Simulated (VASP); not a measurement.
# Na (Im-3m) in VASP: relaxation of cell and atoms with PBE

Aim: the relaxation of cell and atoms of Na with PBE.

Program: VASP 6.6.1. These are calculated values, not measurements. Logs are shortened: lines on timing, memory, paths and dates and some standing lists are left out, and cuts for length are marked.

## 1. The cell of the first run

Symmetry: Im-3m, No. 229, cubic system. The conventional cell has a = 4.022 Å, b = 4.022 Å, c = 4.022 Å, α = 90.00°, β = 90.00°, γ = 90.00°. Na (site symmetry m-3m) has 14 Na at 3.48 to 4.02 Å within 4.6 Å.

## 2. Relaxation of cell and atoms, PBE

Input file INCAR:

```
  ALGO = Normal
  EDIFF = 1E-6
  EDIFFG = -0.005
  ENCUT = 600
  GGA = PE
  IBRION = 2
  ISIF = 3
  ISMEAR = -1
  LASPH = T
  LCHARG = F
  LREAL = F
  LWAVE = F
  NELM = 60
  NSW = 100
  PREC = Accurate
  SIGMA = 0.08
```

Input file KPOINTS:

```
k-points
0
Gamma
  13 13 13
```

Input file POSCAR:

```
Na
1.0
   -2.0111349094      2.0111349094      2.0111349094
    2.0111349094     -2.0111349094      2.0111349094
    2.0111349094      2.0111349094     -2.0111349094
Na
1
Direct
    0.0000000000      0.0000000000      0.0000000000
```

Potentials or basis: VASP PAW PBE potentials, release 64 (Na_pv).

Started as:

```bash
cat potpaw_PBE.64/Na_pv/POTCAR > POTCAR
mpirun -np 1 vasp_std > vasp.out
```

OUTCAR:

```text
EDIFF = 1E-6
   EDIFFG = -0.005
   ENCUT = 600
   GGA = PE
   IBRION = 2
   ISIF = 3
   ISMEAR = -1
   LASPH = T
   LREAL = F
   NELM = 60
   NSW = 100
   PREC = Accurate

 ion  position               nearest neighbor table
   1  0.000  0.000  0.000-

  LATTYP: Found a body centered cubic cell.
 ALAT       =     4.0222698188

  Lattice vectors:

 A1 = (  -2.0111349094,   2.0111349094,   2.0111349094)
 A2 = (   2.0111349094,  -2.0111349094,   2.0111349094)
 A3 = (   2.0111349094,   2.0111349094,  -2.0111349094)

Analysis of symmetry for initial positions (statically):
=====================================================================
 Subroutine PRICEL returns:
 Original cell was already a primitive cell.

 Routine SETGRP: Setting up the symmetry group for a
 body centered cubic supercell.

 Subroutine GETGRP returns: Found 48 space group operations
 (whereof 48 operations were pure point group operations)
 out of a pool of 48 trial point group operations.

The static configuration has the point symmetry O_h .

Analysis of symmetry for dynamics (positions and initial velocities):
=====================================================================
 Subroutine PRICEL returns:
 Original cell was already a primitive cell.

 Routine SETGRP: Setting up the symmetry group for a
 body centered cubic supercell.

 Subroutine GETGRP returns: Found 48 space group operations
 (whereof 48 operations were pure point group operations)
 out of a pool of 48 trial point group operations.

The dynamic configuration has the point symmetry O_h .

 Subroutine INISYM returns: Found 48 space group operations
 (whereof 48 operations are pure point group operations),
 and found     1 'primitive' translations

----------------------------------------------------------------------------------------

                                     Primitive cell

  volume of cell :      32.5375

  direct lattice vectors                    reciprocal lattice vectors
    -2.011134909  2.011134909  2.011134909     0.000000000  0.248615843  0.248615843
     2.011134909 -2.011134909  2.011134909     0.248615843  0.000000000  0.248615843
     2.011134909  2.011134909 -2.011134909     0.248615843  0.248615843  0.000000000

  length of vectors
     3.483387844  3.483387844  3.483387844     0.351595896  0.351595896  0.351595896

  position of ions in fractional coordinates (direct lattice)
[... 89 lines left out ...]
   NUPDOWN=      -1.0000    fix difference up-down
   EMIN   =  10.00;   EMAX   =-10.00  energy-range for DOS
   EFERMI =   0.00;   METHOD = LEGACY
   ISMEAR =    -1;   SIGMA  =   0.08  broadening in eV -4-tet -1-fermi 0-gaus
   EFERMI_NEDOS =   21; number of points for ismear=-14 and -15
   IALGO  =     38    algorithm
   IMIX   =      4    mixing-type and parameters
     AMIX     =   0.40;   BMIX     =  1.00
     AMIX_MAG =   1.60;   BMIX_MAG =  1.00
  volume/ion in A,a.u.               =      32.54       219.57
  Fermi-wavevector in a.u.,A,eV,Ry     =   0.980949  1.853724 13.092348  0.962260
  Thomas-Fermi vector in A             =   2.111918
   LORBIT       =      0    0 simple, 1 ext, 2 COOP (PROOUT), +10 PAW based schemes
   GGA     = PE    functional components
   LHFCALC =     F    Hartree Fock is set to
   AEXX    =    0.0000 exact exchange contribution
   IVDW    =     0    specifies the selected vdW correction
   LEPSILON=     F    determine dielectric tensor
   LRPA    =     F    only Hartree local field effects (RPA)
 conjugate gradient relaxation of ions
 non-spin polarized calculation
  energy-cutoff  :      600.00
  volume of cell :       32.54
 maximum number of plane-waves:      1112
   NGX = 13   NGY = 13   NGZ = 13

--------------------------------------- Ionic step        1  -------------------------------------------

 number of electron       7.0000009 magnetization

 Free energy of the ion-electron system (eV)
  ---------------------------------------------------
  ext. energy  EPLUGINS =         0.00000000
  ---------------------------------------------------
  free energy    TOTEN  =        -1.29934288 eV

  energy without entropy =       -1.28939784  energy(sigma->0) =       -1.29437036

------------------------ aborting loop because EDIFF is reached ----------------------------------------

  FORCE on cell =-STRESS in cart. coord.  units (eV):
  Direction    XX          YY          ZZ          XY          YZ          ZX
  --------------------------------------------------------------------------------------
  -------------------------------------------------------------------------------------
  Total        0.2493081      0.2493081      0.2493081      0.0000000     -0.0000000      0.0000000
  in kB       12.2761851     12.2761851     12.2761851      0.0000000     -0.0000000      0.0000000
  external PRESSURE =      12.2761851 kB  Pullay stress =       0.0000000 kB
[... 92 lines left out ...]
--------------------------------------- Ionic step        4  -------------------------------------------

 number of electron       7.0000006 magnetization

 Free energy of the ion-electron system (eV)
  ---------------------------------------------------
  ext. energy  EPLUGINS =         0.00000000
  ---------------------------------------------------
  free energy    TOTEN  =        -1.31545915 eV

  energy without entropy =       -1.30482661  energy(sigma->0) =       -1.31014288

 E-fermi :   0.3457     XC(G=0):  -6.4960

 val. band max:        0.2824416207   @ k =  -0.3077   0.3077   0.3077
 cond. band min:       0.3759165196   @ k =  -0.3846   0.4615   0.0769
 fundamental gap:      0.0934748989
 Fermi energy:         0.3457148413

 k-point     1 :       0.0000    0.0000    0.0000
  band No.  band energies     occupation
      1     -24.5815      2.00000
      2     -24.5815      2.00000
      3     -24.5815      2.00000
      4      -2.9509      2.00000
      5      12.0394      0.00000
      6      12.0394      0.00000
      7      12.0394      0.00000
[... 221 lines left out ...]
 k-point    24 :       0.2308    0.0769    0.0769
  band No.  band energies     occupation
      1     -24.6064      2.00000
      2     -24.5892      2.00000
      3     -24.5832      2.00000
      4      -1.1079      2.00000
      5       5.1745      0.00000
      6       7.2973      0.00000
      7       8.3775      0.00000

 [... further k-points ...]

------------------------ aborting loop because EDIFF is reached ----------------------------------------

  FORCE on cell =-STRESS in cart. coord.  units (eV):
  Direction    XX          YY          ZZ          XY          YZ          ZX
  --------------------------------------------------------------------------------------
  -------------------------------------------------------------------------------------
  Total        0.0012675      0.0012675      0.0012675      0.0000000     -0.0000000      0.0000000
  in kB        0.0546519      0.0546519      0.0546519      0.0000000     -0.0000000      0.0000000
  external PRESSURE =       0.0546519 kB  Pullay stress =       0.0000000 kB
[... 16 lines left out ...]
  FREE ENERGIE OF THE ION-ELECTRON SYSTEM (eV)
  ---------------------------------------------------
  free  energy   TOTEN  =        -1.3154591489 eV

  energy  without entropy=       -1.3048266059  energy(sigma->0) =       -1.31014288

 reached required accuracy - stopping structural energy minimisation
```

OSZICAR:

```text
N       E                     dE             d eps       ncg     rms          rms(c)
DAV:   1     0.214485611427E+02    0.21449E+02   -0.41926E+03  1176   0.942E+02
DAV:   2    -0.879012749817E+00   -0.22328E+02   -0.22306E+02  1225   0.144E+02
DAV:   3    -0.129736649405E+01   -0.41835E+00   -0.41834E+00  1533   0.281E+01
[... 27 lines left out ...]
DAV:   2    -0.131984268201E+01    0.12622E-01   -0.15013E-02  1176   0.267E+00    0.453E-01
DAV:   3    -0.131574316258E+01    0.40995E-02   -0.76282E-03  1190   0.183E+00    0.422E-02
DAV:   4    -0.131546169105E+01    0.28147E-03   -0.30721E-04  1190   0.415E-01    0.448E-03
DAV:   5    -0.131546004182E+01    0.16492E-05   -0.10471E-06   812   0.190E-02    0.146E-03
DAV:   6    -0.131545914889E+01    0.89293E-06   -0.11669E-06   623   0.273E-02
   4 F= -.13154591E+01 E0= -.13101429E+01  d E =-.161163E-01
```

CONTCAR:

```text
Na
   1.00000000000000
    -2.1021781456454245    2.1021781456454240    2.1021781456454245
     2.1021781456454245   -2.1021781456454240    2.1021781456454245
     2.1021781456454245    2.1021781456454240   -2.1021781456454245
  Na
     1
Direct
     1.0000000000000000    1.0000000000000000    1.0000000000000000

  0.00000000E+00  0.00000000E+00  0.00000000E+00
```

It took 52 s on 1 thread of Intel Xeon Platinum 8259CL at 2.50GHz (Skylake/Cascade Lake), shared host; peak memory 0.16 GiB.

What came out:

| Quantity | Value |
| --- | --- |
| Free energy | -1.3155 eV |
| Relaxed volume | 37.16 Å³/atom |
| Relaxed cell | a = 3.641 Å, b = 3.641 Å, c = 3.641 Å, α = 109.47°, β = 109.47°, γ = 109.47° |
| Space group after relaxing (to 0.1 Å) | Im-3m (No. 229) |
| Energy gained by relaxing | 16.1 meV/atom |
| Ionic steps | 4 |
| Pressure after relaxing | 0.0 GPa |
| Band gap on the k mesh | zero (an odd number of electrons rules out a gap without spin polarisation) |

Step by step:
```csv
step,energy change (eV),largest force (eV/Å),pressure (GPa),volume (Å³)
1,0.0000,0.0000,1.23,32.54
2,-0.0078,0.0000,0.87,33.73
3,-0.0158,0.0000,0.18,36.39
4,-0.0161,0.0000,0.01,37.16
```

Final structure:
```xyz
1
Lattice="-2.1022 2.1022 2.1022 2.1022 -2.1022 2.1022 2.1022 2.1022 -2.1022" Properties=species:S:1:pos:R:3 pbc="T T T"
Na    2.1022    2.1022    2.1022
```
